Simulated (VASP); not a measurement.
# Pd (Fm-3m) in VASP: a series of runs

Runs on Pd. Level: PBEsol. Tasks: single point, relaxation of cell and atoms.

All numbers are computed with VASP 6.6.1; they aren't measurements. Logs are shortened: lines on timing, memory, paths and dates and some standing lists are left out, and cuts for length are marked.

**1. The cell of the first run**

It takes space group Fm-3m (No. 225, cubic). Conventional cell: a = 3.878 Å, b = 3.878 Å, c = 3.878 Å, α = 90.00°, β = 90.00°, γ = 90.00°. Pd (site symmetry m-3m) has 12 Pd at 2.74 Å within 3.6 Å.

**2. Single point, PBEsol**

Input file INCAR:

```
SYSTEM = Pd
PREC = Accurate ; ENCUT = 520
EDIFF = 1E-6 ; ISMEAR = 0
SIGMA = 0.05 ; LREAL = .FALSE.
LASPH = .TRUE. ; NELM = 60
ALGO = Normal ; ISIF = 2
LWAVE = .FALSE. ; LCHARG = .FALSE.
GGA = PS ; NBANDS = 11
```

Input file KPOINTS:

```
Automatic mesh
0
G
  11 11 11
  0 0 0
```

Input file POSCAR:

```
Pd
1.0
    0.0000000000      1.9388659192      1.9388659192
    1.9388659192      0.0000000000      1.9388659192
    1.9388659192      1.9388659192      0.0000000000
Pd
1
Direct
    0.0000000000      0.0000000000      0.0000000000
```

Potentials or basis: VASP PAW PBE potentials, release 64 (Pd).

On the command line:

```bash
cat potpaw_PBE.64/Pd/POTCAR > POTCAR
mpirun -np 1 vasp_std > vasp.out
```

OUTCAR:

```text
SYSTEM = Pd
   PREC = Accurate
   ENCUT = 520
   EDIFF = 1E-6
   ISMEAR = 0
   LREAL = .FALSE.
   LASPH = .TRUE.
   NELM = 60
   ISIF = 2
   GGA = PS

 ion  position               nearest neighbor table
   1  0.000  0.000  0.000-

  LATTYP: Found a face centered cubic cell.
 ALAT       =     3.8777318384

  Lattice vectors:

 A1 = (   0.0000000000,   1.9388659192,   1.9388659192)
 A2 = (   1.9388659192,   0.0000000000,   1.9388659192)
 A3 = (   1.9388659192,   1.9388659192,   0.0000000000)

Analysis of symmetry for initial positions (statically):
=====================================================================
 Subroutine PRICEL returns:
 Original cell was already a primitive cell.

 Routine SETGRP: Setting up the symmetry group for a
 face centered cubic supercell.

 Subroutine GETGRP returns: Found 48 space group operations
 (whereof 48 operations were pure point group operations)
 out of a pool of 48 trial point group operations.

The static configuration has the point symmetry O_h .

Analysis of symmetry for dynamics (positions and initial velocities):
=====================================================================
 Subroutine PRICEL returns:
 Original cell was already a primitive cell.

 Routine SETGRP: Setting up the symmetry group for a
 face centered cubic supercell.

 Subroutine GETGRP returns: Found 48 space group operations
 (whereof 48 operations were pure point group operations)
 out of a pool of 48 trial point group operations.

The dynamic configuration has the point symmetry O_h .

 Subroutine INISYM returns: Found 48 space group operations
 (whereof 48 operations are pure point group operations),
 and found     1 'primitive' translations

----------------------------------------------------------------------------------------

                                     Primitive cell

  volume of cell :      14.5772

  direct lattice vectors                    reciprocal lattice vectors
     0.000000000  1.938865919  1.938865919    -0.257882711  0.257882711  0.257882711
     1.938865919  0.000000000  1.938865919     0.257882711 -0.257882711  0.257882711
     1.938865919  1.938865919  0.000000000     0.257882711  0.257882711 -0.257882711

  length of vectors
     2.741970479  2.741970479  2.741970479     0.446665958  0.446665958  0.446665958

  position of ions in fractional coordinates (direct lattice)
     0.000000000  0.000000000  0.000000000

  ion indices of the primitive-cell ions
   primitive index   ion index
                 1           1

----------------------------------------------------------------------------------------

 KPOINTS: Automatic mesh

Automatic generation of k-mesh.
 Grid dimensions read from file:
 generate k-points for:   11   11   11

 Generating k-lattice:

  Cartesian coordinates                     Fractional coordinates (reciprocal lattice)
    -0.023443883  0.023443883  0.023443883     0.090909091  0.000000000  0.000000000
     0.023443883 -0.023443883  0.023443883     0.000000000  0.090909091  0.000000000
     0.023443883  0.023443883 -0.023443883     0.000000000  0.000000000  0.090909091

  Length of vectors
     0.040605996  0.040605996  0.040605996

  Shift w.r.t. Gamma in fractional coordinates (k-lattice)
     0.000000000  0.000000000  0.000000000

 Subroutine IBZKPT returns following result:
 ===========================================

 Found     56 irreducible k-points:

 Following reciprocal coordinates:
            Coordinates               Weight
  0.000000  0.000000  0.000000      1.000000
  0.090909  0.000000  0.000000      8.000000
  0.181818  0.000000  0.000000      8.000000
  0.272727  0.000000  0.000000      8.000000
  0.363636  0.000000  0.000000      8.000000
  0.454545  0.000000  0.000000      8.000000
[... 16 lines left out ...]
 -0.272727  0.181818  0.000000     24.000000
 -0.181818  0.181818  0.000000     12.000000
 [... further k-points ...]
   k-points           NKPTS =     56   k-points in BZ     NKDIM =     56   number of bands    NBANDS=     11
   number of dos      NEDOS =    301   number of ions     NIONS =      1
   total plane-waves  NPLWV =   8000
   dimension x,y,z NGX =    20 NGY =   20 NGZ =   20
   dimension x,y,z NGXF=    40 NGYF=   40 NGZF=   40
   ions per type =               1
   NGX,Y,Z   is equivalent  to a cutoff of  12.13, 12.13, 12.13 a.u.
   NGXF,Y,Z  is equivalent  to a cutoff of  24.25, 24.25, 24.25 a.u.
 SYSTEM =  Pd
   PREC   = accura    normal or accurate (medium, high low for compatibility)
   ISTART =      0    job   : 0-new  1-cont  2-samecut
   ICHARG =      2    charge: 1-file 2-atom 10-const
   ISPIN  =      1    spin polarized calculation?
   LNONCOLLINEAR =      F non collinear calculations
   LSORBIT =      F    spin-orbit coupling
   LASPH  =      T    aspherical Exc in radial PAW
   ENCUT  =  520.0 eV  38.22 Ry    6.18 a.u.   5.10  5.10  5.10*2*pi/ulx,y,z
   NELM   =     60;   NELMIN=  2; NELMDL= -5     # of ELM steps
   EDIFF  = 0.1E-05   stopping-criterion for ELM
   LREAL  =      F    real-space projection
   EDIFFG = 0.1E-04   stopping-criterion for IOM
   NSW    =      0    number of steps for IOM
   IBRION =     -1    ionic relax: 0-MD 1-quasi-New 2-CG
   NFREE  =      0    steps in history (QN), initial steepest desc. (CG)
   ISIF   =      2    stress and relaxation
   ISYM   =      2    0-nonsym 1-usesym 2-fastsym
   POTIM  = 0.5000    time-step for ionic-motion
   TEBEG  =    0.0;   TEEND  =   0.0 temperature during run
   PSTRESS=    0.0 pullay stress
   NELECT =      10.0000    total number of electrons
   NUPDOWN=      -1.0000    fix difference up-down
   EMIN   =  10.00;   EMAX   =-10.00  energy-range for DOS
   EFERMI =   0.00;   METHOD = LEGACY
   ISMEAR =     0;   SIGMA  =   0.05  broadening in eV -4-tet -1-fermi 0-gaus
   EFERMI_NEDOS =   21; number of points for ismear=-14 and -15
   IALGO  =     38    algorithm
   IMIX   =      4    mixing-type and parameters
     AMIX     =   0.40;   BMIX     =  1.00
     AMIX_MAG =   1.60;   BMIX_MAG =  1.00
  volume/ion in A,a.u.               =      14.58        98.37
  Fermi-wavevector in a.u.,A,eV,Ry     =   1.443833  2.728449 28.363448  2.084655
  Thomas-Fermi vector in A             =   2.562196
   LORBIT       =      0    0 simple, 1 ext, 2 COOP (PROOUT), +10 PAW based schemes
   GGA     = PS    functional components
   LHFCALC =     F    Hartree Fock is set to
   AEXX    =    0.0000 exact exchange contribution
   IVDW    =     0    specifies the selected vdW correction
   LEPSILON=     F    determine dielectric tensor
   LRPA    =     F    only Hartree local field effects (RPA)
 non-spin polarized calculation
 Gauss-broadening in eV      SIGMA  =   0.05
  energy-cutoff  :      520.00
  volume of cell :       14.58
 maximum number of plane-waves:       403
   NGX = 11   NGY = 11   NGZ = 11

 number of electron      10.0000002 magnetization

 Free energy of the ion-electron system (eV)
  ---------------------------------------------------
  ext. energy  EPLUGINS =         0.00000000
  ---------------------------------------------------
  free energy    TOTEN  =        -5.94595470 eV

  energy without entropy =       -5.94322217  energy(sigma->0) =       -5.94458843

 E-fermi :   9.8541     XC(G=0): -13.4509

 val. band max:        9.8396760751   @ k =  -0.4545   0.3636   0.0909
 cond. band min:       9.8710057457   @ k =   0.4545   0.1818   0.0000
 fundamental gap:      0.0313296706
 Fermi energy:         9.8541344376

 k-point     1 :       0.0000    0.0000    0.0000
  band No.  band energies     occupation
      1       2.4887      2.00000
      2       6.9289      2.00000
      3       6.9289      2.00000
      4       6.9289      2.00000
      5       8.5916      2.00000
      6       8.5916      2.00000
      7      26.9533      0.00000
      8      31.7882      0.00000
      9      31.7882      0.00000
     10      31.7882      0.00000
     11      35.9224      0.00000

 k-point     2 :       0.0909    0.0000    0.0000
  band No.  band energies     occupation
      1       2.7887      2.00000
      2       6.8246      2.00000
      3       7.0307      2.00000
      4       7.0307      2.00000
      5       8.5452      2.00000
      6       8.5452      2.00000
      7      27.2588      0.00000
      8      30.0742      0.00000
      9      32.1386      0.00000
     10      32.1386      0.00000
     11      35.9978      0.00000

 k-point     3 :       0.1818    0.0000    0.0000
  band No.  band energies     occupation
      1       3.5797      2.00000
      2       6.6717      2.00000
      3       7.2155      2.00000
      4       7.2155      2.00000
      5       8.5383      2.00000
      6       8.5383      2.00000
      7      26.7016      0.00000
      8      28.2251      0.00000
      9      33.0207      0.00000
     10      33.0207      0.00000
     11      35.8873      0.00000

 k-point     4 :       0.2727    0.0000    0.0000
  band No.  band energies     occupation
      1       4.3421      2.00000
      2       7.0754      2.00000
      3       7.2023      2.00000
      4       7.2023      2.00000
      5       8.8538      2.00000
      6       8.8538      2.00000
      7      23.5525      0.00000
      8      27.8596      0.00000
      9      33.4922      0.00000
     10      33.4922      0.00000
     11      35.7545      0.00000
[... 239 lines left out ...]
 k-point    22 :      -0.3636    0.1818    0.0000
  band No.  band energies     occupation
      1       5.1988      2.00000
      2       6.4519      2.00000
      3       7.5156      2.00000
      4       7.5349      2.00000
      5       9.2557      2.00000
      6      12.9144      0.00000
      7      18.7534      0.00000
      8      25.0758      0.00000
      9      28.7707      0.00000
     10      30.5231      0.00000
     11      36.0095      0.00000

 k-point    23 :      -0.2727    0.1818    0.0000
  band No.  band energies     occupation
      1       5.3729      2.00000
      2       6.5475      2.00000
      3       6.9221      2.00000
      4       7.6562      2.00000
      5       8.5470      2.00000
      6      11.2886      0.00000
      7      21.9586      0.00000
      8      25.1033      0.00000
      9      29.4893      0.00000
     10      32.8754      0.00000
     11      34.4322      0.00000

 k-point    24 :      -0.1818    0.1818    0.0000
  band No.  band energies     occupation
      1       4.9996      2.00000
      2       6.2213      2.00000
      3       7.1293      2.00000
      4       7.8606      2.00000
      5       7.9155      2.00000
      6       9.9929      0.00009
      7      24.9183      0.00000
      8      25.9033      0.00000
      9      31.0260      0.00000
     10      32.3906      0.00000
     11      35.0008      0.00000

 [... further k-points ...]

------------------------ aborting loop because EDIFF is reached ----------------------------------------

  FORCE on cell =-STRESS in cart. coord.  units (eV):
  Direction    XX          YY          ZZ          XY          YZ          ZX
  --------------------------------------------------------------------------------------
  -------------------------------------------------------------------------------------
  Total       -0.0282211     -0.0282211     -0.0282211     -0.0000000      0.0000000     -0.0000000
  in kB       -3.1017766     -3.1017766     -3.1017766     -0.0000000      0.0000000     -0.0000000
  external PRESSURE =      -3.1017766 kB  Pullay stress =       0.0000000 kB

 VOLUME and BASIS-vectors are now :
 -----------------------------------------------------------------------------
  energy-cutoff  :      520.00
  volume of cell :       14.58
      direct lattice vectors                 reciprocal lattice vectors
     0.000000000  1.938865919  1.938865919    -0.257882711  0.257882711  0.257882711
     1.938865919  0.000000000  1.938865919     0.257882711 -0.257882711  0.257882711
     1.938865919  1.938865919  0.000000000     0.257882711  0.257882711 -0.257882711

 POSITION                                       TOTAL-FORCE (eV/Angst)
 -----------------------------------------------------------------------------------
      0.00000      0.00000      0.00000        -0.000000     -0.000000     -0.000000
 -----------------------------------------------------------------------------------
    total drift:                                0.000000      0.000000      0.000000

  FREE ENERGIE OF THE ION-ELECTRON SYSTEM (eV)
  ---------------------------------------------------
  free  energy   TOTEN  =        -5.9459546991 eV

  energy  without entropy=       -5.9432221693  energy(sigma->0) =       -5.94458843
```

Run time: 3.9 s. Hardware: 1 thread of Intel Xeon 6975P-C (Granite Rapids), shared host; peak memory 0.12 GiB.

Results:

```
Free energy            : -5.9460 eV
Pressure               : -0.3 GPa
Band gap on the k mesh : zero (band 5 reaches 10.08 eV, above the bottom of band 6 at 8.54 eV)
```

Caveat: the PAW data sets were made with another functional, which shifts forces and pressure a little.

**3. Relaxation of cell and atoms, PBEsol**

This run uses another cell than the first one, of 14.75 Å³/atom, 1.012 times its volume.

Input file INCAR:

```
SYSTEM = Pd
  ALGO = Normal
  EDIFF = 1E-7
  EDIFFG = -0.02
  ENCUT = 600
  GGA = PS
  IBRION = 2
  ISIF = 3
  ISMEAR = 0
  LASPH = .TRUE.
  LCHARG = .FALSE.
  LREAL = .FALSE.
  LWAVE = .FALSE.
  NELM = 60
  NSW = 80
  PREC = Accurate
  SIGMA = 0.05
```

Input file KPOINTS:

```
k-points
0
G
  11 11 11
  0 0 0
```

Input file POSCAR:

```
Pd
1.0
    0.0000000000      1.9465000000      1.9465000000
    1.9465000000      0.0000000000      1.9465000000
    1.9465000000      1.9465000000      0.0000000000
Pd
1
Direct
    0.0000000000      0.0000000000      0.0000000000
```

Potentials or basis: VASP PAW PBE potentials, release 64 (Pd).

On the command line:

```bash
cat potpaw_PBE.64/Pd/POTCAR > POTCAR
mpirun -np 1 vasp_std > vasp.out
```

It took 7.7 s on 1 thread of Intel Xeon 6975P-C (Granite Rapids), shared host; peak memory 0.15 GiB.

The run converged. Its results:

```
Free energy                            : -5.9465 eV
Relaxed volume                         : 14.55 Å³/atom
Relaxed cell                           : a = 2.741 Å, b = 2.741 Å, c = 2.741 Å, α = 60.00°, β = 60.00°, γ = 60.00°
Space group after relaxing (to 0.05 Å) : Fm-3m (No. 225)
Energy gained by relaxing              : 1.7 meV/atom
Ionic steps                            : 3
Pressure after relaxing                : 0.0 GPa
Band gap on the k mesh                 : zero (band 5 reaches 10.11 eV, above the bottom of band 6 at 8.56 eV)
```

The path:
| step | energy change (eV) | largest force (eV/Å) | pressure (GPa) | volume (Å³) |
| --- | --- | --- | --- | --- |
| 1 | 0.0000 | 0.0000 | -2.65 | 14.75 |
| 2 | 0.0030 | 0.0000 | 4.83 | 14.23 |
| 3 | -0.0017 | 0.0000 | -0.01 | 14.55 |

Final structure:
```
Pd
1.0
     0.00000    1.93783    1.93783
     1.93783    0.00000    1.93783
     1.93783    1.93783    0.00000
Pd
1
Direct
  0.00000 0.00000 0.00000
```

Levels at points of the mesh, in eV from the Fermi level:
| k point | band 3 | band 4 | band 5 | band 6 | band 7 | band 8 |
| --- | --- | --- | --- | --- | --- | --- |
| (0.00, 0.00, 0.00) | -2.93 | -2.93 | -1.27 | -1.27 | 17.10 | 21.94 |

Caveat: the PAW data sets were made with another functional, which shifts forces and pressure a little.
